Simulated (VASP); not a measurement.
# Au in VASP: notebook, part 2 of 2

VASP 6.6.1.

### Step 3. Relaxation of cell and atoms, PBEsol

This run uses another cell than the first one, of 16.98 Å³/atom.

INCAR

```
  PREC = Accurate
  ENCUT = 600
  EDIFF = 1E-6
  ISMEAR = 0
  SIGMA = 0.1
  LREAL = F
  LASPH = T
  NELM = 80
  ALGO = Fast
  ISIF = 3
  LWAVE = F
  LCHARG = F
  GGA = PS
  IBRION = 2
  NSW = 80
  EDIFFG = -0.01
```

KPOINTS

```
Automatic mesh
0
Gamma
  18 18 18
```

POSCAR

```
Au
1.0
   -1.6191560266      1.6191560266      1.6191560266
    1.6191560266     -1.6191560266      1.6191560266
    1.6191560266      1.6191560266     -1.6191560266
Au
1
Direct
    0.0000000000      0.0000000000      0.0000000000
```

Potentials or basis: VASP PAW PBE potentials, release 64 (Au).

Started as:

```console
$ cat potpaw_PBE.64/Au/POTCAR > POTCAR
$ mpirun -np 1 vasp_std > vasp.out
```

It took 18 s on 1 thread of Intel Xeon 6975P-C (Granite Rapids), shared host; peak memory 0.17 GiB.

Results (log left out):

- Free energy: -3.9049 eV
- Relaxed volume: 17.02 Å³/atom
- Relaxed cell: a = 2.807 Å, b = 2.807 Å, c = 2.807 Å, α = 109.47°, β = 109.47°, γ = 109.47°
- Space group after relaxing (to 0.1 Å): Im-3m (No. 229)
- Energy gained by relaxing: 0.1 meV/atom
- Ionic steps: 3
- Pressure after relaxing: 0.0 GPa
- Band gap on the k mesh: zero (an odd number of electrons rules out a gap without spin polarisation)

Final structure:
```
Au
1.0
    -1.62044    1.62044    1.62044
     1.62044   -1.62044    1.62044
     1.62044    1.62044   -1.62044
Au
1
Cartesian
  0.0000 0.0000 0.0000
```

Levels at points of the mesh, in eV from the Fermi level:
| k point | band 3 | band 4 | band 5 | band 6 | band 7 | band 8 | band 9 |
| --- | --- | --- | --- | --- | --- | --- | --- |
| (0.00, 0.00, 0.00) | -4.89 | -4.89 | -2.94 | -2.94 | 16.48 | 16.48 | 16.48 |
| (0.50, 0.00, 0.00) | -3.09 | -2.73 | -1.38 | -0.72 | 3.54 | 12.33 | 13.87 |
| (0.50, 0.50, 0.50) | -1.77 | -1.77 | -1.77 | 6.23 | 6.23 | 6.23 | 9.69 |

Caveat: the PAW data sets were made with another functional, which shifts forces and pressure a little; spin-orbit coupling is left out, which moves the levels of the heavy elements.

### Step 4. Single point, PBEsol

This run uses another cell than the first one: it holds 6 atoms, not 1.

INCAR

```
PREC     = Accurate       # precision mode
ENCUT    = 520            # plane-wave cutoff, eV
EDIFF    = 1E-7           # SCF threshold, eV
ISMEAR   = 0              # smearing method
SIGMA    = 0.1            # smearing width, eV
LREAL    = False          # projectors in reciprocal space
LASPH    = True           # aspherical terms in the spheres
NELM     = 60             # most SCF steps
ALGO     = Fast           # electronic algorithm
ISIF     = 2              # what is computed and relaxed
LWAVE    = False          # write WAVECAR
LCHARG   = False          # write CHGCAR
GGA      = PS             # functional
NBANDS   = 42             # bands
```

KPOINTS

```
regular mesh
0
Gamma
  12 12 6
```

POSCAR

```
Au
1.0
    3.2527990469      0.0000000000      3.2527990469
   -3.2527990469     -3.2527990469      0.0000000000
    3.2211317602     -3.2211317602     -3.2211317602
Au
6
Direct
    0.3333333333      0.6666666667      0.8333333333
    0.3333333333      0.6666666667      0.3333333333
    0.0000000000      0.0000000000      0.5000000000
    0.6666666667      0.3333333333      0.6666666667
    0.0000000000      0.0000000000      0.0000000000
    0.6666666667      0.3333333333      0.1666666667
```

Potentials or basis: VASP PAW PBE potentials, release 64 (Au).

Started as:

```console
$ cat potpaw_PBE.64/Au/POTCAR > POTCAR
$ mpirun -np 1 vasp_std > vasp.out
```

OUTCAR:

```text
PREC = Accurate
   ENCUT = 520
   EDIFF = 1E-7
   ISMEAR = 0
   LREAL = False
   LASPH = True
   NELM = 60
   ISIF = 2
   GGA = PS

 ion  position               nearest neighbor table
   1  0.333  0.667  0.833-   2 2.79   2 2.79   4 2.81   4 2.81   5 2.81   5 2.81   5 2.81   4 2.81
                             3 3.24   6 3.24   6 3.24   3 3.24   3 3.24   6 3.24
   2  0.333  0.667  0.333-   1 2.79   1 2.79   6 2.81   6 2.81   3 2.81   3 2.81   3 2.81   6 2.81
                             5 3.24   4 3.24   4 3.24   5 3.24   5 3.24   4 3.24
   3  0.000  0.000  0.500-   5 2.79   5 2.79   2 2.81   4 2.81   4 2.81   2 2.81   4 2.81   2 2.81
                             6 3.24   1 3.24   1 3.24   6 3.24   1 3.24   6 3.24
   4  0.667  0.333  0.667-   6 2.79   6 2.79   1 2.81   1 2.81   3 2.81   3 2.81   3 2.81   1 2.81
                             5 3.24   2 3.24   2 3.24   5 3.24   5 3.24   2 3.24
   5  0.000  0.000  0.000-   3 2.79   3 2.79   6 2.81   1 2.81   6 2.81   1 2.81   6 2.81   1 2.81
                             2 3.24   4 3.24   4 3.24   4 3.24   2 3.24   2 3.24
   6  0.667  0.333  0.167-   4 2.79   4 2.79   2 2.81   2 2.81   5 2.81   5 2.81   5 2.81   2 2.81
                             3 3.24   1 3.24   1 3.24   3 3.24   3 3.24   1 3.24

  LATTYP: Found a hexagonal cell.
 ALAT       =     4.6001525278
 C/A-ratio  =     1.2128214951

  Lattice vectors:

[... 210 lines left out ...]
      2       2.4438      2.00000
      3       2.4438      2.00000
      4       2.9582      2.00000
      5       2.9582      2.00000
      6       3.5623      2.00000
[... 1069 lines left out ...]
     41      16.7294      0.00000
     42      17.4206      0.00000

 [... further k-points ...]

------------------------ aborting loop because EDIFF is reached ----------------------------------------

  FORCE on cell =-STRESS in cart. coord.  units (eV):
  Direction    XX          YY          ZZ          XY          YZ          ZX
  --------------------------------------------------------------------------------------
  -------------------------------------------------------------------------------------
  Total       -0.1067018     -0.1067018     -0.1067018      0.0003509     -0.0003509      0.0003509
  in kB       -1.6720078     -1.6720078     -1.6720078      0.0054984     -0.0054984      0.0054984
  external PRESSURE =      -1.6720078 kB  Pullay stress =       0.0000000 kB

 VOLUME and BASIS-vectors are now :
 -----------------------------------------------------------------------------
  energy-cutoff  :      520.00
  volume of cell :      102.25
      direct lattice vectors                 reciprocal lattice vectors
     3.252799047  0.000000000  3.252799047     0.102475846 -0.102475846  0.204951691
    -3.252799047 -3.252799047  0.000000000    -0.102475846 -0.204951691  0.102475846
     3.221131760 -3.221131760 -3.221131760     0.103483297 -0.103483297 -0.103483297

 POSITION                                       TOTAL-FORCE (eV/Angst)
 -----------------------------------------------------------------------------------
      1.60001     -4.85281     -1.60001         0.000000      0.000000      0.000000
     -0.01056     -3.24224      0.01056        -0.000000      0.000000      0.000000
      1.61057     -1.61057     -1.61057        -0.000000      0.000000      0.000000
      3.23169     -3.23169      0.02111         0.000000      0.000000     -0.000000
      0.00000      0.00000      0.00000        -0.000000      0.000000      0.000000
      1.62112     -1.62112      1.63168        -0.000000     -0.000000     -0.000000
 -----------------------------------------------------------------------------------
    total drift:                                0.000000     -0.000000     -0.000000

  FREE ENERGIE OF THE ION-ELECTRON SYSTEM (eV)
  ---------------------------------------------------
  free  energy   TOTEN  =       -23.4133214040 eV

  energy  without entropy=      -23.4048966012  energy(sigma->0) =      -23.40910900
```

Wall time 2.6 min (1 thread of Intel Xeon 6975P-C (Granite Rapids), shared host); peak memory 0.43 GiB.

Results:

| Quantity | Value |
| --- | --- |
| Free energy | -23.4133 eV |
| Pressure | -0.2 GPa |
| Band gap on the k mesh | zero (bands 33 and 34 overlap by 4.19 eV) |

Caveat: the PAW data sets were made with another functional, which shifts forces and pressure a little; spin-orbit coupling is left out, which moves the levels of the heavy elements.

### Step 5. Summary

```csv
task,cell,k mesh,cutoff (eV),gap on the mesh (eV),pressure (GPa)
single point,"a = 2.808 Å, angles 109.5°, 1 atom, atomic positions A",18 × 18 × 18,520,none,-0.2
relaxation of cell and atoms,"relaxed from a = 2.804 Å, angles 109.5°, 1 atom, atomic positions A",18 × 18 × 18,600,none,0.0
single point,"a = 4.600, b = 4.600, c = 5.579 Å, angles 90.0, 90.0, 120.0°, 6 atoms, atomic positions B",12 × 12 × 6,520,none,-0.2
```

Alike in all rows: level PBEsol; potentials or basis VASP PAW PBE potentials, release 64 (Au); no spin polarisation; smearing gaussian 0.1 eV.

Caveats: the PAW data sets were made with another functional, which shifts forces and pressure a little; spin-orbit coupling is left out, which moves the levels of the heavy elements.

Total energies depend on the potentials used, so only differences within one code and one set of settings carry meaning.
